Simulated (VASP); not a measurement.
The system is TaGe2N3.

```xyz
6
Lattice="5.1749 0.0000 0.0000 -2.5875 4.4816 0.0000 0.0000 0.0000 3.9405" Properties=species:S:1:pos:R:3 pbc="T T T"
Ta    0.0000    0.0000    0.0000
Ge    0.0000    2.9877    0.0000
Ge    2.5875    1.4939    0.0000
N     0.0000    2.9877    1.9702
N     2.5875    1.4939    1.9702
N     0.0000    0.0000    1.9702
```

The cell was built from a structure type or drawn by symmetry, and may not be a known phase.

- Program: VASP 6.6.1
- Task: relaxation of cell and atoms
- Functional: PBE
- Potentials or basis: VASP PAW PBE potentials, release 64 (Ta_pv, Ge_d, N)
- Cutoff: 600 eV
- k mesh: 6 × 6 × 4
- Occupations: gaussian, width 0.1 eV
- Spin: no spin polarisation

At the start: pressure -6.1 GPa; volume 15.23 Å³/atom.

How do energy, volume and symmetry change on relaxing?

Over 3 steps the energy falls by 15.1 meV/atom and the volume is 14.69 Å³/atom (-3.5 %); space group P6/mmm (No. 191, to 0.1 Å) before and after.

The path:
```csv
step,energy change (eV),largest force (eV/Å),pressure (GPa),volume (Å³)
1,0.0000,0.0000,-6.10,91.39
2,0.0704,0.0000,8.69,83.88
3,-0.0905,0.0000,-0.10,88.16
```

Final structure:
```
CELL_PARAMETERS angstrom
5.14512 0.00000 0.00000
-2.57256 4.45581 0.00000
0.00000 0.00000 3.84547
ATOMIC_POSITIONS crystal
Ta 0.00000 0.00000 0.00000
Ge 0.33333 0.66667 0.00000
Ge 0.66667 0.33333 0.00000
N 0.33333 0.66667 0.50000
N 0.66667 0.33333 0.50000
N 0.00000 0.00000 0.50000
```

Caveat: the k points lie up to 0.41 Å⁻¹ apart in the final cell, too coarse for converged energies and pressures of a metal.
